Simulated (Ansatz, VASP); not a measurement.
# One calculation of NaHI, two programs

```xyz
6
Lattice="4.1263 0.0000 0.0000 0.0000 4.1263 0.0000 0.0000 0.0000 7.9769" Properties=species:S:1:pos:R:3 pbc="T T T"
Na    0.0000    2.0631    1.5954
Na    2.0631    0.0000    6.3815
H     0.0000    0.0000    0.0000
H     2.0631    2.0631    0.0000
I     0.0000    2.0631    5.5839
I     2.0631    0.0000    2.3931
```

Alike in both runs: task relaxation of cell and atoms; functional PBEsol; dispersion D4; k mesh 4 × 4 × 3; occupations methfessel-paxton of order 1, width 0.0643 eV; no spin polarisation.

|  | VASP | Ansatz |
| --- | --- | --- |
| version | VASP 6.6.1 | Ansatz 0.2.0 |
| potentials or method | VASP PAW PBE potentials, release 64 (Na_pv, H, I), cutoff 600 eV | PAW plane waves |
| valence electrons in the cell | 30 | 54 |

Ansatz gave:

- gap on the k mesh at the Fermi level, each at its own relaxed structure (eV): none
- relaxed volume (Å³/atom): 20.49
- relaxed length of the cell vector where the two differ most in proportion (Å): 4.435

What did VASP give for the same quantities?

gap on the k mesh at the Fermi level, each at its own relaxed structure (eV): none; relaxed volume (Å³/atom): 20.50; relaxed length of the cell vector where the two differ most in proportion (Å): 4.437.

VASP's potentials were made for PBE, not for PBEsol. A gap of «none» marks a metal or a gap that the smearing closes. VASP's potentials hold 30 valence electrons a cell and Ansatz's 54, so a difference there can come from the potentials and not from the codes.

The k mesh is coarse, so the values compare programs but aren't converged. Neither program's run includes spin-orbit coupling.
